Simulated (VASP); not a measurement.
# AgCl: single point with PBE

AgCl:

```xyz
2
Lattice="0.0104 2.7731 2.7731 2.7835 0.0000 2.7835 2.7731 2.7731 0.0104" Properties=species:S:1:pos:R:3 pbc="T T T"
Ag    2.7835    2.7731    2.7835
Cl    0.0000    0.0000    0.0000
```

This cell differs from its parent crystal: strain +0.0075 x Voigt [0, 0, 0, 0, 1, 0].

```yaml
Program: VASP 6.6.1
Task: single point
Functional: PBE
Potentials_or_basis: VASP PAW PBE potentials, release 64 (Ag, Cl)
Cutoff: 520 eV
k_mesh: 8 × 8 × 8
Occupations: gaussian, width 0.05 eV
Spin: no spin polarisation
```

```json
{"Pressure": "1.5 GPa", "Band gap on the k mesh": "0.90 eV, indirect (least direct gap 3.18 eV)"}
```

Levels at points of the mesh, in eV from the valence-band top:
```csv
k point,band 6,band 7,band 8,band 9,band 10,band 11,band 12,band 13
"(0.00, 0.00, 0.00)",-2.40,-2.35,-2.33,-2.31,0.90,10.80,10.85,10.89
"(0.50, 0.00, 0.00)",-2.07,-1.76,-0.01,0.00,4.22,6.54,7.62,7.66
"(0.00, 0.50, 0.00)",-2.08,-1.77,-0.01,-0.01,4.25,6.51,7.67,7.71
"(0.50, 0.50, 0.00)",-2.22,-1.96,-1.96,-1.88,2.38,8.02,8.63,11.51
"(0.50, 0.00, 0.50)",-2.22,-1.96,-1.96,-1.88,2.38,8.02,8.63,11.47
```

Wall time 55 s on 1 thread of Intel(R) Xeon(R) Platinum 8259CL CPU @ 2.50GHz (Skylake/Cascade Lake), with other jobs on the host, peak memory 0.21 GiB.

Caveat: the cell differs from its parent crystal (strain +0.0075 x Voigt [0, 0, 0, 0, 1, 0]). A k mesh can miss the band edges.
